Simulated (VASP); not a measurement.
Runs of VASP 6.6.1 on TePb. The structure is that of space group Immm (No. 71), or close to it. The cells are those of the table. 

```csv
cell,gap on the mesh (eV),pressure (GPa)
"a = 4.436, b = 4.698, c = 6.644 Å, 4 atoms",(a),1.0
"a = 4.436, b = 4.768, c = 6.583 Å, 4 atoms",0.41,(c)
"a = 4.854, b = 4.521, c = 6.574 Å, 4 atoms",0.51,-0.7
"a = 4.854, b = 4.593, c = 6.496 Å, 4 atoms",0.59,(b)
```

Alike in all rows: task single point; level PBE; potentials or basis VASP PAW PBE potentials, release 64 (Te, Pb_d); no spin polarisation; k mesh 6 × 6 × 4; cutoff (eV) 520; smearing gaussian 0.02 eV.

**Question.** Estimate the missing entries.

**Answer.** (a) 0.47; (b) -0.8; (c) 0.7.

Caveats: spin-orbit coupling is left out, which moves the levels of the heavy elements.

A k mesh can miss the band edges, and the runs leave out spin-orbit coupling on Pb, Te.
